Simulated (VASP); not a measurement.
# BaS (Fm-3m) in VASP: further runs, part 2 of 3

VASP 6.6.1.

## Step 4: Electric field gradients, PBEsol (34.21 Å³/atom)

This run uses another cell than the first one, of 34.21 Å³/atom.

INCAR

```
SYSTEM = BaS
PREC = Accurate ; ENCUT = 520
EDIFF = 1E-8 ; ISMEAR = -1
SIGMA = 0.02 ; LREAL = .FALSE.
LASPH = .TRUE. ; NELM = 80
ALGO = Normal ; ISIF = 2
LWAVE = .FALSE. ; LCHARG = .FALSE.
GGA = PS ; LEFG = .TRUE.
NBANDS = 15
```

KPOINTS

```
regular mesh
0
G
  8 8 8
  0 0 0
```

POSCAR

```
BaS
1.0
    0.0000000000      3.2461158646      3.2461158646
    3.2461158646      0.0000000000      3.2461158646
    3.2461158646      3.2461158646      0.0000000000
Ba S
1 1
Direct
    0.0000000000      0.0000000000      0.0000000000
    0.5000000000      0.5000000000      0.5000000000
```

Potentials or basis: VASP PAW PBE potentials, release 64 (Ba_sv, S).

Run with:

```bash
cat potpaw_PBE.64/Ba_sv/POTCAR potpaw_PBE.64/S/POTCAR > POTCAR
mpirun -np 1 vasp_std > vasp.out
```

OUTCAR:

```text
SYSTEM = BaS
   PREC = Accurate
   ENCUT = 520
   EDIFF = 1E-8
   ISMEAR = -1
   LREAL = .FALSE.
   LASPH = .TRUE.
   NELM = 80
   ISIF = 2
   GGA = PS

 ion  position               nearest neighbor table
   1  0.000  0.000  0.000-   2 3.25   2 3.25   2 3.25   2 3.25   2 3.25   2 3.25
   2  0.500  0.500  0.500-   1 3.25   1 3.25   1 3.25   1 3.25   1 3.25   1 3.25

  LATTYP: Found a face centered cubic cell.
 ALAT       =     6.4922317292

  Lattice vectors:

 A1 = (   0.0000000000,   3.2461158646,   3.2461158646)
 A2 = (   3.2461158646,   0.0000000000,   3.2461158646)
 A3 = (   3.2461158646,   3.2461158646,   0.0000000000)

Analysis of symmetry for initial positions (statically):
=====================================================================
 Subroutine PRICEL returns:
 Original cell was already a primitive cell.

 Routine SETGRP: Setting up the symmetry group for a
 face centered cubic supercell.

 Subroutine GETGRP returns: Found 48 space group operations
 (whereof 48 operations were pure point group operations)
 out of a pool of 48 trial point group operations.

The static configuration has the point symmetry O_h .

Analysis of symmetry for dynamics (positions and initial velocities):
=====================================================================
 Subroutine PRICEL returns:
 Original cell was already a primitive cell.

 Routine SETGRP: Setting up the symmetry group for a
 face centered cubic supercell.

 Subroutine GETGRP returns: Found 48 space group operations
 (whereof 48 operations were pure point group operations)
 out of a pool of 48 trial point group operations.

The dynamic configuration has the point symmetry O_h .
[... 166 lines left out ...]
     11       4.8740      0.00000
     12       4.8740      0.00000
     13       5.7750      0.00000
     14       5.7750      0.00000
[... 401 lines left out ...]
      2     -10.9155      2.00000
      3     -10.3081      2.00000
      4     -10.2314      2.00000
      5      -8.3822      2.00000
      6      -0.3574      2.00000
      7       0.2699      2.00000
      8       0.3254      2.00000
      9       5.6045      0.00000
     10       5.7882      0.00000
     11       7.5090      0.00000
     12       7.6448      0.00000
     13       8.6142      0.00000
     14       9.5253      0.00000
     15      10.0557      0.00000

 [... further k-points ...]
[... 5 lines left out ...]
  --------------------------------------------------------------------------------------
  -------------------------------------------------------------------------------------
  Total       -1.0380682     -1.0380682     -1.0380682      0.0000000     -0.0000000     -0.0000000
  in kB      -24.3116504    -24.3116504    -24.3116504      0.0000000     -0.0000000     -0.0000000
  external PRESSURE =     -24.3116504 kB  Pullay stress =       0.0000000 kB

 VOLUME and BASIS-vectors are now :
 -----------------------------------------------------------------------------
  energy-cutoff  :      520.00
  volume of cell :       68.41
      direct lattice vectors                 reciprocal lattice vectors
     0.000000000  3.246115865  3.246115865    -0.154030238  0.154030238  0.154030238
     3.246115865  0.000000000  3.246115865     0.154030238 -0.154030238  0.154030238
     3.246115865  3.246115865  0.000000000     0.154030238  0.154030238 -0.154030238

 POSITION                                       TOTAL-FORCE (eV/Angst)
 -----------------------------------------------------------------------------------
      0.00000      0.00000      0.00000         0.000000     -0.000000      0.000000
      3.24612      3.24612      3.24612         0.000000      0.000000     -0.000000
 -----------------------------------------------------------------------------------
    total drift:                                0.000000      0.000000      0.000000

  FREE ENERGIE OF THE ION-ELECTRON SYSTEM (eV)
  ---------------------------------------------------
  free  energy   TOTEN  =       -10.6874520752 eV

  energy  without entropy=      -10.6874520752  energy(sigma->0) =      -10.68745208

 Electric field gradients (V/A^2)
---------------------------------------------------------------------
 ion       V_xx      V_yy      V_zz      V_xy      V_xz      V_yz
---------------------------------------------------------------------
   1      -0.000     0.000     0.000     0.000     0.000     0.000
   2      -0.000    -0.000     0.000     0.000     0.000     0.000
---------------------------------------------------------------------

 Electric field gradients after diagonalization (V/A^2)
 (convention: |V_zz| > |V_xx| > |V_yy|)
----------------------------------------------------------------------
 ion       V_xx      V_yy      V_zz     asymmetry (V_yy - V_xx)/ V_zz
----------------------------------------------------------------------
   1      -0.000    -0.000     0.000       0.000
   2      -0.000    -0.000     0.000       0.000
----------------------------------------------------------------------

           NMR quadrupolar parameters

 Cq : quadrupolar parameter    Cq=e*Q*V_zz/h
 eta: asymmetry parameters     (V_yy - V_xx)/ V_zz
 Q  : nuclear electric quadrupole moment in mb (millibarn)
----------------------------------------------------------------------
 ion       Cq(MHz)       eta       Q (mb)
----------------------------------------------------------------------
   1       0.000       0.000       1.000
   2       0.000       0.000       1.000
----------------------------------------------------------------------
```

OSZICAR:

```text
N       E                     dE             d eps       ncg     rms          rms(c)
DAV:   1     0.831526436027E+02    0.83153E+02   -0.67350E+03   870   0.918E+02
DAV:   2    -0.588587289269E+01   -0.89039E+02   -0.80689E+02  1195   0.168E+02
DAV:   3    -0.110395622687E+02   -0.51537E+01   -0.51122E+01  1213   0.427E+01
DAV:   4    -0.111339208635E+02   -0.94359E-01   -0.94343E-01  1080   0.589E+00
DAV:   5    -0.111359318645E+02   -0.20110E-02   -0.20110E-02  1204   0.713E-01    0.430E+00
DAV:   6    -0.106877631143E+02    0.44817E+00   -0.59716E-01  1010   0.466E+00    0.291E+00
DAV:   7    -0.106813705691E+02    0.63925E-02   -0.13945E-01  1067   0.207E+00    0.169E+00
DAV:   8    -0.106877992558E+02   -0.64287E-02   -0.22078E-02   954   0.941E-01    0.282E-01
DAV:   9    -0.106869282639E+02    0.87099E-03   -0.28745E-03  1129   0.317E-01    0.139E-01
DAV:  10    -0.106874282184E+02   -0.49995E-03   -0.60191E-04   968   0.153E-01    0.274E-02
DAV:  11    -0.106874507760E+02   -0.22558E-04   -0.38708E-05  1080   0.354E-02    0.111E-02
DAV:  12    -0.106874520328E+02   -0.12568E-05   -0.29538E-06   996   0.112E-02    0.413E-03
DAV:  13    -0.106874520080E+02    0.24802E-07   -0.14098E-07  1130   0.232E-03    0.118E-03
DAV:  14    -0.106874520673E+02   -0.59221E-07   -0.84212E-09   831   0.707E-04    0.579E-04
DAV:  15    -0.106874520752E+02   -0.79742E-08   -0.22197E-09   596   0.310E-04
   1 F= -.10687452E+02 E0= -.10687452E+02  d E =-.245731E-12
```

Wall time 59 s (1 thread of Intel Xeon 8259CL, shared host); peak memory 0.21 GiB.

Results:

* Free energy: -10.6875 eV
* Pressure: -2.4 GPa
* Band gap on the k mesh: 2.06 eV (least direct gap 2.23 eV)
* Largest electric field gradient by atom: zero within the noise of the run

Levels at points of the mesh, in eV from the valence-band top:
```
           k point  band 5  band 6  band 7  band 8  band 9  band 10  band 11  band 12
(0.00, 0.00, 0.00)  -10.28    0.00    0.00    0.00    3.18     3.78     3.78     3.78
(0.50, 0.00, 0.00)   -9.22   -1.89   -1.02   -1.02    5.30     5.38     6.08     6.08
(0.50, 0.50, 0.00)  -10.18   -0.59   -0.16   -0.16    2.06     5.64     5.78     7.23
```

Caveat: the PAW data sets were made with another functional, which shifts forces and pressure a little; spin-orbit coupling is left out, which moves the levels of the heavy elements.

## Step 5: Electric field gradients, PBEsol (33.88 Å³/atom)

This run uses another cell than the first one, of 33.88 Å³/atom.

INCAR

```
SYSTEM = BaS
PREC     = Accurate       ! precision mode
ENCUT    = 520            ! plane-wave cutoff, eV
EDIFF    = 1E-8           ! SCF threshold, eV
ISMEAR   = -1             ! smearing method
SIGMA    = 0.02           ! smearing width, eV
LREAL    = .FALSE.        ! projectors in reciprocal space
LASPH    = .TRUE.         ! aspherical terms in the spheres
NELM     = 100            ! most SCF steps
ALGO     = Normal         ! electronic algorithm
ISIF     = 2              ! what is computed and relaxed
LWAVE    = .FALSE.        ! write WAVECAR
LCHARG   = .FALSE.        ! write CHGCAR
GGA      = PS             ! functional
LEFG     = .TRUE.       
NBANDS   = 15             ! bands
```

KPOINTS

```
Automatic mesh
0
G
  8 8 8
  0 0 0
```

POSCAR

```
BaS
1.0
    0.0000000000      3.2357778460      3.2357778460
    3.2357778460      0.0000000000      3.2357778460
    3.2357778460      3.2357778460      0.0000000000
Ba S
1 1
Direct
    0.0000000000      0.0000000000      0.0000000000
    0.5000000000      0.5000000000      0.5000000000
```

Potentials or basis: VASP PAW PBE potentials, release 64 (Ba_sv, S).

Run with:

```bash
cat potpaw_PBE.64/Ba_sv/POTCAR potpaw_PBE.64/S/POTCAR > POTCAR
mpirun -np 1 vasp_std > vasp.out
```

OUTCAR:

```text
SYSTEM = BaS
   PREC = Accurate
   ENCUT = 520
   EDIFF = 1E-8
   ISMEAR = -1
   LREAL = .FALSE.
   LASPH = .TRUE.
   NELM = 100
   ISIF = 2
   GGA = PS

 ion  position               nearest neighbor table
   1  0.000  0.000  0.000-   2 3.24   2 3.24   2 3.24   2 3.24   2 3.24   2 3.24
   2  0.500  0.500  0.500-   1 3.24   1 3.24   1 3.24   1 3.24   1 3.24   1 3.24

  LATTYP: Found a face centered cubic cell.
 ALAT       =     6.4715556920

  Lattice vectors:

 A1 = (   0.0000000000,   3.2357778460,   3.2357778460)
 A2 = (   3.2357778460,   0.0000000000,   3.2357778460)
 A3 = (   3.2357778460,   3.2357778460,   0.0000000000)

Analysis of symmetry for initial positions (statically):
=====================================================================
 Subroutine PRICEL returns:
 Original cell was already a primitive cell.

 Routine SETGRP: Setting up the symmetry group for a
 face centered cubic supercell.

 Subroutine GETGRP returns: Found 48 space group operations
 (whereof 48 operations were pure point group operations)
 out of a pool of 48 trial point group operations.

The static configuration has the point symmetry O_h .

Analysis of symmetry for dynamics (positions and initial velocities):
=====================================================================
 Subroutine PRICEL returns:
 Original cell was already a primitive cell.

 Routine SETGRP: Setting up the symmetry group for a
 face centered cubic supercell.

 Subroutine GETGRP returns: Found 48 space group operations
 (whereof 48 operations were pure point group operations)
 out of a pool of 48 trial point group operations.

The dynamic configuration has the point symmetry O_h .

 Subroutine INISYM returns: Found 48 space group operations
 (whereof 48 operations are pure point group operations),
 and found     1 'primitive' translations

----------------------------------------------------------------------------------------

                                     Primitive cell

  volume of cell :      67.7589

  direct lattice vectors                    reciprocal lattice vectors
     0.000000000  3.235777846  3.235777846    -0.154522351  0.154522351  0.154522351
     3.235777846  0.000000000  3.235777846     0.154522351 -0.154522351  0.154522351
     3.235777846  3.235777846  0.000000000     0.154522351  0.154522351 -0.154522351

  length of vectors
     4.576080915  4.576080915  4.576080915     0.267640563  0.267640563  0.267640563

  position of ions in fractional coordinates (direct lattice)
     0.000000000  0.000000000  0.000000000
     0.500000000  0.500000000  0.500000000

  ion indices of the primitive-cell ions
   primitive index   ion index
                 1           1
                 2           2

----------------------------------------------------------------------------------------

 KPOINTS: Automatic mesh

Automatic generation of k-mesh.
 Grid dimensions read from file:
 generate k-points for:    8    8    8

 Generating k-lattice:

[... 75 lines left out ...]
   EFERMI =   0.00;   METHOD = LEGACY
   ISMEAR =    -1;   SIGMA  =   0.02  broadening in eV -4-tet -1-fermi 0-gaus
   EFERMI_NEDOS =   21; number of points for ismear=-14 and -15
   IALGO  =     38    algorithm
   IMIX   =      4    mixing-type and parameters
     AMIX     =   0.40;   BMIX     =  1.00
     AMIX_MAG =   1.60;   BMIX_MAG =  1.00
  volume/ion in A,a.u.               =      33.88       228.63
  Fermi-wavevector in a.u.,A,eV,Ry     =   1.011873  1.912163 13.930836  1.023888
  Thomas-Fermi vector in A             =   2.144949
   LORBIT       =      0    0 simple, 1 ext, 2 COOP (PROOUT), +10 PAW based schemes
   GGA     = PS    functional components
   LHFCALC =     F    Hartree Fock is set to
   AEXX    =    0.0000 exact exchange contribution
   IVDW    =     0    specifies the selected vdW correction
   LEPSILON=     F    determine dielectric tensor
   LRPA    =     F    only Hartree local field effects (RPA)
 non-spin polarized calculation
  energy-cutoff  :      520.00
  volume of cell :       67.76
 maximum number of plane-waves:      1850
 NGX is ok and might be reduce to    36
   NGX = 17   NGY = 17   NGZ = 17

 number of electron      16.0000001 magnetization

 Free energy of the ion-electron system (eV)
  ---------------------------------------------------
  ext. energy  EPLUGINS =         0.00000000
  ---------------------------------------------------
  free energy    TOTEN  =       -10.69657481 eV

  energy without entropy =      -10.69657481  energy(sigma->0) =      -10.69657481

 E-fermi :   1.5322     XC(G=0):  -8.6602

 val. band max:        1.1432634704   @ k =   0.0000   0.0000   0.0000
 cond. band min:       3.1921243181   @ k =   0.5000   0.5000   0.0000
 fundamental gap:      2.0488608477
 Fermi energy:         1.5322053225

 k-point     1 :       0.0000    0.0000    0.0000
  band No.  band energies     occupation
      1     -25.0169      2.00000
      2     -10.0622      2.00000
      3     -10.0622      2.00000
      4     -10.0622      2.00000
      5      -9.1495      2.00000
      6       1.1433      2.00000
      7       1.1433      2.00000
      8       1.1433      2.00000
      9       4.3685      0.00000
     10       4.9232      0.00000
     11       4.9232      0.00000
     12       4.9232      0.00000
     13       5.8342      0.00000
     14       5.8342      0.00000
[... 401 lines left out ...]
      2     -10.8702      2.00000
      3     -10.2355      2.00000
      4     -10.1559      2.00000
      5      -8.3187      2.00000
      6      -0.3247      2.00000
      7       0.3061      2.00000
      8       0.3658      2.00000
      9       5.6667      0.00000
     10       5.8531      0.00000
     11       7.5956      0.00000
     12       7.7444      0.00000
     13       8.7147      0.00000
     14       9.6268      0.00000
     15      10.1800      0.00000

 [... further k-points ...]
[... 5 lines left out ...]
  --------------------------------------------------------------------------------------
  -------------------------------------------------------------------------------------
  Total       -0.8850791     -0.8850791     -0.8850791      0.0000000      0.0000000      0.0000000
  in kB      -20.9279438    -20.9279438    -20.9279438      0.0000000      0.0000000      0.0000000
  external PRESSURE =     -20.9279438 kB  Pullay stress =       0.0000000 kB

 VOLUME and BASIS-vectors are now :
 -----------------------------------------------------------------------------
  energy-cutoff  :      520.00
  volume of cell :       67.76
      direct lattice vectors                 reciprocal lattice vectors
     0.000000000  3.235777846  3.235777846    -0.154522351  0.154522351  0.154522351
     3.235777846  0.000000000  3.235777846     0.154522351 -0.154522351  0.154522351
     3.235777846  3.235777846  0.000000000     0.154522351  0.154522351 -0.154522351

 POSITION                                       TOTAL-FORCE (eV/Angst)
 -----------------------------------------------------------------------------------
      0.00000      0.00000      0.00000         0.000000      0.000000     -0.000000
      3.23578      3.23578      3.23578         0.000000      0.000000      0.000000
 -----------------------------------------------------------------------------------
    total drift:                                0.000000      0.000000      0.000000

  FREE ENERGIE OF THE ION-ELECTRON SYSTEM (eV)
  ---------------------------------------------------
  free  energy   TOTEN  =       -10.6965748105 eV

  energy  without entropy=      -10.6965748105  energy(sigma->0) =      -10.69657481

 Electric field gradients (V/A^2)
---------------------------------------------------------------------
 ion       V_xx      V_yy      V_zz      V_xy      V_xz      V_yz
---------------------------------------------------------------------
   1       0.000    -0.000     0.000     0.000     0.000     0.000
   2      -0.000    -0.000    -0.000     0.000     0.000     0.000
---------------------------------------------------------------------

 Electric field gradients after diagonalization (V/A^2)
 (convention: |V_zz| > |V_xx| > |V_yy|)
----------------------------------------------------------------------
 ion       V_xx      V_yy      V_zz     asymmetry (V_yy - V_xx)/ V_zz
----------------------------------------------------------------------
   1      -0.000    -0.000     0.000       0.000
   2      -0.000    -0.000     0.000       0.000
----------------------------------------------------------------------

           NMR quadrupolar parameters

 Cq : quadrupolar parameter    Cq=e*Q*V_zz/h
 eta: asymmetry parameters     (V_yy - V_xx)/ V_zz
 Q  : nuclear electric quadrupole moment in mb (millibarn)
----------------------------------------------------------------------
 ion       Cq(MHz)       eta       Q (mb)
----------------------------------------------------------------------
   1       0.000       0.000       1.000
   2       0.000       0.000       1.000
----------------------------------------------------------------------
```

It took 55 s on 1 thread of Intel Xeon 8259CL, shared host; peak memory 0.21 GiB.

Results:

```yaml
Free_energy: -10.6966 eV
Pressure: -2.1 GPa
Band_gap_on_the_k_mesh: 2.05 eV (least direct gap 2.21 eV)
Largest_electric_field_gradient_by_atom: zero within the noise of the run
```

Levels at points of the mesh, in eV from the valence-band top:
| k point | band 6 | band 7 | band 8 | band 9 | band 10 | band 11 |
| --- | --- | --- | --- | --- | --- | --- |
| (0.00, 0.00, 0.00) | 0.00 | 0.00 | 0.00 | 3.23 | 3.78 | 3.78 |
| (0.50, 0.00, 0.00) | -1.91 | -1.03 | -1.03 | 5.34 | 5.41 | 6.12 |
| (0.50, 0.50, 0.00) | -0.58 | -0.16 | -0.16 | 2.05 | 5.69 | 5.80 |

Caveat: the PAW data sets were made with another functional, which shifts forces and pressure a little; spin-orbit coupling is left out, which moves the levels of the heavy elements.

(Part 2 of 3 ends here.)
